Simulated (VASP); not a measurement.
Wanted: the native input for a VASP 6.6.1 run.

- Task: single point
- Functional: PBE
- Potentials or basis: VASP PAW PBE potentials, release 64 (O, Al, Hf_pv, Ta_pv)
- Cutoff: 520 eV
- k mesh: 2 × 2 × 2, shifted
- Occupations: gaussian, width 0.1 eV
- Spin: no spin polarisation
- Dipole correction: no
- Further INCAR settings: LREAL = Auto; ALGO = Normal; EDIFF = 1e-07; NBANDS = 103; ISYM = 0

The structure of Hf6TaAlO16 lies in POSCAR:

```
Hf6TaAlO16
1.0
   -5.0153112884      5.1360881392     -0.0133441975
   -5.0196998200     -0.0177327290      5.1018688980
    0.0057709494      5.1285148911      5.0899071184
O Al Hf Ta
16 1 6 1
Direct
    0.8706206421      0.8612303649      0.4400403259
    0.3302799262      0.9340823435      0.3647198187
    0.9341040261      0.3305117398      0.3725554980
    0.8604805436      0.8692689483      0.8314311811
    0.3612524432      0.3683472930      0.3516308410
    0.4424713409      0.8419696585      0.8615817892
    0.8414407601      0.4426466352      0.8552119740
    0.3693401906      0.3616369434      0.9207437837
    0.6303594747      0.6228479485      0.1645554502
    0.0849038088      0.6817260269      0.1134899313
    0.6820581743      0.0837438846      0.1226234646
    0.6237752167      0.6317032418      0.5819990375
    0.1090479564      0.1188431746      0.0874355744
    0.1609671481      0.6034093483      0.6245349627
    0.6039849244      0.1607073931      0.6137329707
    0.1171473371      0.1074791645      0.6862257342
   -0.0019843469      0.9974462748      1.0029235782
    0.4979373283      0.0003115320      0.9995628979
    1.0006119119      0.4968439653     -0.0006414413
    0.4998222582      0.5010930670      1.0014321683
    0.4979383429      0.0001936875      0.5045018693
   -0.0004633769      0.4991226089      0.5043915694
    0.4988235694      0.4982348453      0.5024296854
    0.9958938397      0.9963054796      0.5062137421
```

These files were run (other wordings do the same):

INCAR

```
PREC     = Accurate       # precision mode
ENCUT    = 520            # plane-wave cutoff, eV
EDIFF    = 1E-7           # SCF threshold, eV
ISMEAR   = 0              # smearing method
SIGMA    = 0.1            # smearing width, eV
LREAL    = Auto         
LASPH    = T              # aspherical terms in the spheres
NELM     = 80             # most SCF steps
ALGO     = Normal         # electronic algorithm
ISIF     = 2              # what is computed and relaxed
LWAVE    = F              # write WAVECAR
LCHARG   = F              # write CHGCAR
GGA      = PE             # functional
ISYM     = 0            
NBANDS   = 103            # bands
```

KPOINTS

```
Automatic mesh
0
Gamma
  2 2 2
  0.5 0.5 0.5
```

Potentials or basis: VASP PAW PBE potentials, release 64 (O, Al, Hf_pv, Ta_pv).

Run with:

```sh
$ cat potpaw_PBE.64/O/POTCAR potpaw_PBE.64/Al/POTCAR potpaw_PBE.64/Hf_pv/POTCAR potpaw_PBE.64/Ta_pv/POTCAR > POTCAR
$ mpirun -np 1 vasp_std > vasp.out
```

It gave:

The pressure is -2.5 GPa, the largest force is 0.256 eV/Å and the band gap on the k mesh is 3.29 eV (least direct gap 3.30 eV).

Caveat: spin-orbit coupling is left out, which moves the levels of the heavy elements; a shifted mesh leaves out Γ, where band edges can lie.

Run time: 2.4 min on 1 thread of Intel(R) Xeon(R) 6975P-C (Granite Rapids), on a shared host, peak memory 0.42 GiB.
